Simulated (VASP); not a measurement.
# Si2W (I4/mmm) in VASP: notebook

Aim: see how the results for Si2W move with the level of theory and the settings. Levels: BLYP, r2SCAN, PBE. Tasks: single point.

Everything below comes from runs of VASP 6.6.1. Logs are shortened: lines on timing, memory, paths and dates and some standing lists are left out, and cuts for length are marked.

**1. The cell of the first run**

It takes space group I4/mmm (No. 139, tetragonal). The conventional cell has a = 3.285 Å, b = 3.285 Å, c = 7.948 Å, α = 90.00°, β = 90.00°, γ = 90.00°. Within 3.5 Å of W (site symmetry 4/mmm) lie 10 Si at 2.66 to 2.67 Å and 4 W at 3.28 Å. Within 3.4 Å of Si (site symmetry 4mm) lie 9 Si at 2.61 to 3.28 Å and 5 W at 2.66 to 2.67 Å.

**2. Single point, BLYP**

The input, INCAR:

```
PREC = Accurate ; ENCUT = 520
EDIFF = 1E-6 ; ISMEAR = -1
SIGMA = 0.05 ; LREAL = False
LASPH = True ; NELM = 80
ALGO = Normal ; ISIF = 2
LWAVE = False ; LCHARG = True
GGA = B5 ; ALDAX = 1.0
AGGAX = 1.0 ; AGGAC = 1.0
ALDAC = 0.0 ; LELF = True
LVHAR = True ; NBANDS = 18
```

The input, KPOINTS:

```
Automatic mesh
0
Gamma
  12 12 12
```

The input, POSCAR:

```
Si2W
1.0
   -1.6423306445      1.6423306445      3.9741038272
    1.6423306445     -1.6423306445      3.9741038272
    1.6423306445      1.6423306445     -3.9741038272
W Si
1 2
Direct
    0.0000000000      0.0000000000      0.0000000000
    0.6641408650      0.6641408650      0.0000000000
    0.3358591350      0.3358591350      0.0000000000
```

Potentials or basis: VASP PAW PBE potentials, release 64 (W_sv, Si).

Command:

```bash
> cat potpaw_PBE.64/W_sv/POTCAR potpaw_PBE.64/Si/POTCAR > POTCAR
> mpirun -np 1 vasp_std > vasp.out
```

OUTCAR:

```text
PREC = Accurate
   ENCUT = 520
   EDIFF = 1E-6
   ISMEAR = -1
   LREAL = False
   LASPH = True
   NELM = 80
   ISIF = 2
   GGA = B5

 ion  position               nearest neighbor table
   1  0.000  0.000  0.000-   2 2.66   3 2.66   2 2.66   3 2.66   2 2.66   3 2.66   3 2.66   2 2.66
                             2 2.67   3 2.67
   2  0.664  0.664  0.000-   3 2.61   1 2.66   1 2.66   1 2.66   1 2.66   1 2.67   3 2.69   3 2.69
                             3 2.69   3 2.69
   3  0.336  0.336  0.000-   2 2.61   1 2.66   1 2.66   1 2.66   1 2.66   1 2.67   2 2.69   2 2.69
                             2 2.69   2 2.69

  LATTYP: Found a body centered tetragonal cell.
 ALAT       =     3.2846612890
 C/A-ratio  =     2.4197952102

  Lattice vectors:

 A1 = (  -1.6423306445,   1.6423306445,   3.9741038272)
 A2 = (   1.6423306445,  -1.6423306445,   3.9741038272)
 A3 = (   1.6423306445,   1.6423306445,  -3.9741038272)

Analysis of symmetry for initial positions (statically):
=====================================================================
 Subroutine PRICEL returns:
 Original cell was already a primitive cell.

 Routine SETGRP: Setting up the symmetry group for a
 body centered tetragonal supercell.

 Subroutine GETGRP returns: Found 16 space group operations
 (whereof 16 operations were pure point group operations)
 out of a pool of 16 trial point group operations.

The static configuration has the point symmetry D_4h.

Analysis of symmetry for dynamics (positions and initial velocities):
=====================================================================
 Subroutine PRICEL returns:
 Original cell was already a primitive cell.

 Routine SETGRP: Setting up the symmetry group for a
 body centered tetragonal supercell.

 Subroutine GETGRP returns: Found 16 space group operations
 (whereof 16 operations were pure point group operations)
 out of a pool of 16 trial point group operations.

The dynamic configuration has the point symmetry D_4h.

 Subroutine INISYM returns: Found 16 space group operations
 (whereof 16 operations are pure point group operations),
 and found     1 'primitive' translations

----------------------------------------------------------------------------------------

                                     Primitive cell

  volume of cell :      42.8766

  direct lattice vectors                    reciprocal lattice vectors
    -1.642330645  1.642330645  3.974103827     0.000000000  0.304445394  0.125814529
     1.642330645 -1.642330645  3.974103827     0.304445394  0.000000000  0.125814529
     1.642330645  1.642330645 -3.974103827     0.304445394  0.304445394  0.000000000

  length of vectors
     4.603042594  4.603042594  4.603042594     0.329418114  0.329418114  0.430550805

  position of ions in fractional coordinates (direct lattice)
     0.000000000  0.000000000  0.000000000
     0.664140865  0.664140865  0.000000000
     0.335859135  0.335859135  0.000000000

  ion indices of the primitive-cell ions
   primitive index   ion index
                 1           1
                 2           2
                 3           3

----------------------------------------------------------------------------------------

 KPOINTS: Automatic mesh

Automatic generation of k-mesh.
 Grid dimensions read from file:
 generate k-points for:   12   12   12

 Generating k-lattice:

  Cartesian coordinates                     Fractional coordinates (reciprocal lattice)
     0.000000000  0.025370449  0.010484544     0.083333333  0.000000000 -0.000000000
     0.025370449  0.000000000  0.010484544     0.000000000  0.083333333 -0.000000000
     0.025370449  0.025370449  0.000000000     0.000000000  0.000000000  0.083333333

  Length of vectors
     0.027451509  0.027451509  0.035879234

  Shift w.r.t. Gamma in fractional coordinates (k-lattice)
     0.000000000  0.000000000  0.000000000

 Subroutine IBZKPT returns following result:
 ===========================================

 Found    163 irreducible k-points:

 Following reciprocal coordinates:
            Coordinates               Weight
  0.000000  0.000000  0.000000      1.000000
  0.083333  0.000000 -0.000000      8.000000
  0.166667  0.000000 -0.000000      8.000000
  0.250000 -0.000000  0.000000      8.000000
  0.333333 -0.000000  0.000000      8.000000
  0.416667  0.000000  0.000000      8.000000
[... 16 lines left out ...]
  0.500000  0.166667  0.000000     16.000000
 -0.416667  0.166667 -0.000000     16.000000
 [... further k-points ...]
   k-points           NKPTS =    163   k-points in BZ     NKDIM =    163   number of bands    NBANDS=     18
   number of dos      NEDOS =    301   number of ions     NIONS =      3
   total plane-waves  NPLWV =  46656
   dimension x,y,z NGX =    36 NGY =   36 NGZ =   36
   dimension x,y,z NGXF=    72 NGYF=   72 NGZF=   72
   ions per type =               1   2
   NGX,Y,Z   is equivalent  to a cutoff of  13.00, 13.00, 13.00 a.u.
   NGXF,Y,Z  is equivalent  to a cutoff of  26.00, 26.00, 26.00 a.u.
 SYSTEM =  unknown system
   PREC   = accura    normal or accurate (medium, high low for compatibility)
   ISTART =      0    job   : 0-new  1-cont  2-samecut
   ICHARG =      2    charge: 1-file 2-atom 10-const
   ISPIN  =      1    spin polarized calculation?
   LNONCOLLINEAR =      F non collinear calculations
   LSORBIT =      F    spin-orbit coupling
   LASPH  =      T    aspherical Exc in radial PAW
   ENCUT  =  520.0 eV  38.22 Ry    6.18 a.u.   8.56  8.56  8.56*2*pi/ulx,y,z
   NELM   =     80;   NELMIN=  2; NELMDL= -5     # of ELM steps
   EDIFF  = 0.1E-05   stopping-criterion for ELM
   LREAL  =      F    real-space projection
   EDIFFG = 0.1E-04   stopping-criterion for IOM
   NSW    =      0    number of steps for IOM
   IBRION =     -1    ionic relax: 0-MD 1-quasi-New 2-CG
   NFREE  =      0    steps in history (QN), initial steepest desc. (CG)
   ISIF   =      2    stress and relaxation
   ISYM   =      2    0-nonsym 1-usesym 2-fastsym
   POTIM  = 0.5000    time-step for ionic-motion
   TEBEG  =    0.0;   TEEND  =   0.0 temperature during run
   PSTRESS=    0.0 pullay stress
   NELECT =      22.0000    total number of electrons
   NUPDOWN=      -1.0000    fix difference up-down
   EMIN   =  10.00;   EMAX   =-10.00  energy-range for DOS
   EFERMI =   0.00;   METHOD = LEGACY
   ISMEAR =    -1;   SIGMA  =   0.05  broadening in eV -4-tet -1-fermi 0-gaus
   EFERMI_NEDOS =   21; number of points for ismear=-14 and -15
   IALGO  =     38    algorithm
   IMIX   =      4    mixing-type and parameters
     AMIX     =   0.40;   BMIX     =  1.00
     AMIX_MAG =   1.60;   BMIX_MAG =  1.00
  volume/ion in A,a.u.               =      14.29        96.45
  Fermi-wavevector in a.u.,A,eV,Ry     =   1.310616  2.476706 23.370936  1.717715
  Thomas-Fermi vector in A             =   2.441134
   LORBIT       =      0    0 simple, 1 ext, 2 COOP (PROOUT), +10 PAW based schemes
   GGA     = B5    functional components
   LHFCALC =     F    Hartree Fock is set to
   AEXX    =    0.0000 exact exchange contribution
   IVDW    =     0    specifies the selected vdW correction
   LEPSILON=     F    determine dielectric tensor
   LRPA    =     F    only Hartree local field effects (RPA)
 non-spin polarized calculation
  energy-cutoff  :      520.00
  volume of cell :       42.88
 maximum number of plane-waves:      1172
 NGX is ok and might be reduce to    36
   NGX = 17   NGY = 17   NGZ = 17

 number of electron      22.0000001 magnetization

 Free energy of the ion-electron system (eV)
  ---------------------------------------------------
  ext. energy  EPLUGINS =         0.00000000
  ---------------------------------------------------
  free energy    TOTEN  =       -20.70059089 eV

  energy without entropy =      -20.69778894  energy(sigma->0) =      -20.69918991

 E-fermi :  11.5688     XC(G=0): -11.6033

 val. band max:       11.5168677247   @ k =  -0.4167   0.5000   0.3333
 cond. band min:      11.6058551782   @ k =   0.0833   0.0000  -0.0000
 fundamental gap:      0.0889874534
 Fermi energy:        11.5687796637

 k-point     1 :       0.0000    0.0000    0.0000
  band No.  band energies     occupation
      1     -61.9245      2.00000
      2     -26.4162      2.00000
      3     -26.4162      2.00000
      4     -26.3944      2.00000
      5      -1.8627      2.00000
      6       5.2388      2.00000
[... 10 lines left out ...]
     17      16.9203      0.00000
     18      16.9203      0.00000

 k-point     2 :       0.0833    0.0000   -0.0000
  band No.  band energies     occupation
      1     -61.9241      2.00000
      2     -26.4277      2.00000
      3     -26.4151      2.00000
      4     -26.3936      2.00000
      5      -1.7378      2.00000
      6       5.2251      2.00000
[... 10 lines left out ...]
     17      16.9319      0.00000
     18      17.4319      0.00000

 k-point     3 :       0.1667    0.0000   -0.0000
  band No.  band energies     occupation
      1     -61.9231      2.00000
      2     -26.4589      2.00000
      3     -26.4123      2.00000
      4     -26.3913      2.00000
      5      -1.3688      2.00000
      6       5.1256      2.00000
[... 10 lines left out ...]
     17      17.1934      0.00000
     18      18.5988      0.00000

 k-point     4 :       0.2500   -0.0000    0.0000
  band No.  band energies     occupation
      1     -61.9217      2.00000
      2     -26.5014      2.00000
      3     -26.4084      2.00000
      4     -26.3882      2.00000
      5      -0.7727      2.00000
      6       4.7656      2.00000
[... 10 lines left out ...]
     17      18.0027      0.00000
     18      20.1216      0.00000

 k-point     5 :       0.3333   -0.0000    0.0000
  band No.  band energies     occupation
      1     -61.9203      2.00000
      2     -26.5435      2.00000
      3     -26.4045      2.00000
      4     -26.3850      2.00000
      5       0.0230      2.00000
      6       4.0524      2.00000
[... 10 lines left out ...]
     17      18.2920      0.00000
     18      20.0229      0.00000

 k-point     6 :       0.4167    0.0000    0.0000
  band No.  band energies     occupation
      1     -61.9193      2.00000
      2     -26.5741      2.00000
      3     -26.4016      2.00000
      4     -26.3827      2.00000
      5       0.9776      2.00000
      6       3.0964      2.00000
[... 10 lines left out ...]
     17      18.0227      0.00000
     18      18.6433      0.00000

 k-point     7 :       0.5000   -0.0000    0.0000
  band No.  band energies     occupation
      1     -61.9189      2.00000
      2     -26.5853      2.00000
      3     -26.4006      2.00000
      4     -26.3818      2.00000
      5       2.0264      2.00000
      6       2.0371      2.00000
[... 10 lines left out ...]
     17      17.9044      0.00000
     18      17.9543      0.00000

 k-point     8 :       0.0833    0.0833   -0.0000
  band No.  band energies     occupation
      1     -61.9237      2.00000
      2     -26.4272      2.00000
      3     -26.4260      2.00000
      4     -26.3932      2.00000
      5      -1.5772      2.00000
      6       5.0183      2.00000
[... 10 lines left out ...]
     17      17.4310      0.00000
     18      17.4952      0.00000
[... 229 lines left out ...]
     17      17.9606      0.00000
     18      19.4359      0.00000

 k-point    20 :       0.2500    0.1667    0.0000
  band No.  band energies     occupation
      1     -61.9203      2.00000
      2     -26.4967      2.00000
      3     -26.4502      2.00000
      4     -26.3858      2.00000
      5      -0.1337      2.00000
      6       4.2417      2.00000
[... 10 lines left out ...]
     17      17.9663      0.00000
     18      19.7720      0.00000

 k-point    21 :       0.3333    0.1667   -0.0000
  band No.  band energies     occupation
      1     -61.9189      2.00000
      2     -26.5382      2.00000
      3     -26.4458      2.00000
      4     -26.3822      2.00000
      5       0.6620      2.00000
      6       3.7826      2.00000
[... 10 lines left out ...]
     17      18.6819      0.00000
     18      19.6013      0.00000

 k-point    22 :       0.4167    0.1667   -0.0000
  band No.  band energies     occupation
      1     -61.9179      2.00000
      2     -26.5684      2.00000
      3     -26.4425      2.00000
      4     -26.3791      2.00000
      5       1.5796      2.00000
      6       3.0099      2.00000
[... 10 lines left out ...]
     17      18.6871      0.00000
     18      19.8013      0.00000

 k-point    23 :       0.5000    0.1667    0.0000
  band No.  band energies     occupation
      1     -61.9176      2.00000
      2     -26.5794      2.00000
      3     -26.4413      2.00000
      4     -26.3775      2.00000
      5       1.9811      2.00000
      6       2.6383      2.00000
[... 10 lines left out ...]
     17      18.6819      0.00000
     18      19.9740      0.00000

 k-point    24 :      -0.4167    0.1667   -0.0000
  band No.  band energies     occupation
      1     -61.9180      2.00000
      2     -26.5683      2.00000
      3     -26.4424      2.00000
      4     -26.3778      2.00000
      5       1.0342      2.00000
      6       3.6460      2.00000
[... 10 lines left out ...]
     17      18.3148      0.00000
     18      19.4959      0.00000

 [... further k-points ...]

------------------------ aborting loop because EDIFF is reached ----------------------------------------

  FORCE on cell =-STRESS in cart. coord.  units (eV):
  Direction    XX          YY          ZZ          XY          YZ          ZX
  --------------------------------------------------------------------------------------
  -------------------------------------------------------------------------------------
  Total        0.2375021      0.2375021      0.2748248      0.0000000     -0.0000000      0.0000000
  in kB        8.8747807      8.8747807     10.2694254      0.0000000     -0.0000000      0.0000000
  external PRESSURE =       9.3396623 kB  Pullay stress =       0.0000000 kB

 VOLUME and BASIS-vectors are now :
 -----------------------------------------------------------------------------
  energy-cutoff  :      520.00
  volume of cell :       42.88
      direct lattice vectors                 reciprocal lattice vectors
    -1.642330645  1.642330645  3.974103827     0.000000000  0.304445394  0.125814529
     1.642330645 -1.642330645  3.974103827     0.304445394  0.000000000  0.125814529
     1.642330645  1.642330645 -3.974103827     0.304445394  0.304445394  0.000000000

 POSITION                                       TOTAL-FORCE (eV/Angst)
 -----------------------------------------------------------------------------------
      0.00000      0.00000      0.00000        -0.000000     -0.000000     -0.000000
      0.00000      0.00000      5.27873         0.000000      0.000000      0.010562
      0.00000      0.00000      2.66948        -0.000000     -0.000000     -0.010562
 -----------------------------------------------------------------------------------
    total drift:                                0.000000     -0.000000      0.000000

  FREE ENERGIE OF THE ION-ELECTRON SYSTEM (eV)
  ---------------------------------------------------
  free  energy   TOTEN  =       -20.7005908884 eV

  energy  without entropy=      -20.6977889358  energy(sigma->0) =      -20.69918991
```

Wall time 3.6 min (1 thread of Intel Xeon 8259CL, shared host); peak memory 0.29 GiB.

Results:

- Free energy: -20.7006 eV
- Pressure: 0.9 GPa
- Largest force: 0.011 eV/Å
- Band gap on the k mesh: zero (bands 11 and 12 overlap by 1.12 eV)

Forces in eV/Å, atoms in the order of the input:
```
W    0.000  0.000  0.000
Si   0.000  0.000  0.011
Si   0.000  0.000 -0.011
```

Levels at points of the mesh, in eV from the Fermi level:
| k point | band 7 | band 8 | band 9 | band 10 | band 11 | band 12 | band 13 | band 14 | band 15 | band 16 |
| --- | --- | --- | --- | --- | --- | --- | --- | --- | --- | --- |
| (0.00, 0.00, 0.00) | -3.71 | -2.92 | -2.65 | -2.65 | 0.50 | 2.38 | 2.87 | 2.87 | 3.65 | 4.39 |
| (0.50, 0.00, 0.00) | -5.36 | -4.48 | -2.67 | -2.47 | -0.35 | 2.41 | 2.71 | 3.82 | 3.93 | 5.27 |
| (0.50, 0.50, 0.00) | -5.51 | -5.48 | -4.68 | -2.91 | -1.56 | 2.65 | 2.69 | 2.82 | 3.86 | 4.59 |
| (0.50, 0.50, 0.50) | -3.35 | -2.31 | -0.80 | -0.80 | -0.46 | -0.46 | 0.66 | 4.09 | 4.36 | 6.61 |

Caveat: the PAW data sets were made with another functional, which shifts forces and pressure a little; spin-orbit coupling is left out, which moves the levels of the heavy elements.

**3. Single point, r2SCAN**

This run uses another cell than the first one, of 13.48 Å³/atom.

The input, POSCAR:

```
Si2W
1.0
   -1.6069000000      1.6069000000      3.9149500000
    1.6069000000     -1.6069000000      3.9149500000
    1.6069000000      1.6069000000     -3.9149500000
W Si
1 2
Direct
    0.0000000000      0.0000000000      0.0000000000
    0.6653000000      0.6653000000      0.0000000000
    0.3347000000      0.3347000000      0.0000000000
```

The input, INCAR.step1:

```
  ALGO = Normal
  EDIFF = 1E-4
  ENCUT = 520
  GGA = PE
  ISMEAR = -1
  LASPH = True
  LCHARG = False
  LREAL = False
  LWAVE = True
  NBANDS = 18
  NELM = 80
  PREC = Accurate
  SIGMA = 0.05
```

The input, INCAR.step2:

```
  ALGO = Normal
  EDIFF = 1E-6
  ENCUT = 520
  ISIF = 2
  ISMEAR = -1
  ISTART = 1
  LASPH = True
  LCHARG = False
  LMIXTAU = True
  LREAL = False
  LWAVE = False
  METAGGA = R2SCAN
  NBANDS = 18
  NELM = 80
  PREC = Accurate
  SIGMA = 0.05
```

The input, KPOINTS:

```
k-points
0
Gamma
  12 12 12
```

Potentials or basis: VASP PAW PBE potentials, release 64 (W_sv, Si).

Command:

```bash
> cat potpaw_PBE.64/W_sv/POTCAR potpaw_PBE.64/Si/POTCAR > POTCAR
> cp INCAR.step1 INCAR
> mpirun -np 1 vasp_std > vasp.out
> cp INCAR.step2 INCAR
> mpirun -np 1 vasp_std > vasp.out
```

It took 13 min on 1 thread of Intel Xeon 8259CL, shared host; peak memory 0.29 GiB.

The run converged. Its results:

| Property | Result |
| --- | --- |
| Free energy | -69.8149 eV |
| Pressure | -0.9 GPa |
| Largest force | 0.012 eV/Å |
| Band gap on the k mesh | zero (bands 11 and 12 overlap by 1.34 eV) |

Forces in eV/Å, atoms in the order of the input:
```
W    0.000  0.000  0.000
Si   0.000  0.000 -0.012
Si   0.000  0.000  0.012
```

Stress tensor (GPa, compression positive):
```
-0.47  0.00  0.00
 0.00 -0.47  0.00
 0.00  0.00 -1.89
```

Levels at points of the mesh, in eV from the Fermi level:
```
           k point  band 8  band 9  band 10  band 11  band 12  band 13  band 14  band 15
(0.00, 0.00, 0.00)   -3.39   -3.04    -3.04     0.60     3.01     3.18     3.20     3.20
(0.50, 0.00, 0.00)   -5.21   -2.99    -2.87    -0.49     2.93     2.98     4.16     4.77
(0.50, 0.50, 0.00)   -5.70   -5.32    -3.47    -2.00     3.01     3.27     3.40     4.13
(0.50, 0.50, 0.50)   -2.67   -0.96    -0.96    -0.54    -0.54     0.79     4.85     5.50
```

Caveat: the PAW data sets were made with another functional, which shifts forces and pressure a little; spin-orbit coupling is left out, which moves the levels of the heavy elements.

(Part 1 of 3 ends here.)

The gap in the log of VASP goes by the Fermi energy; the results here count the filled bands.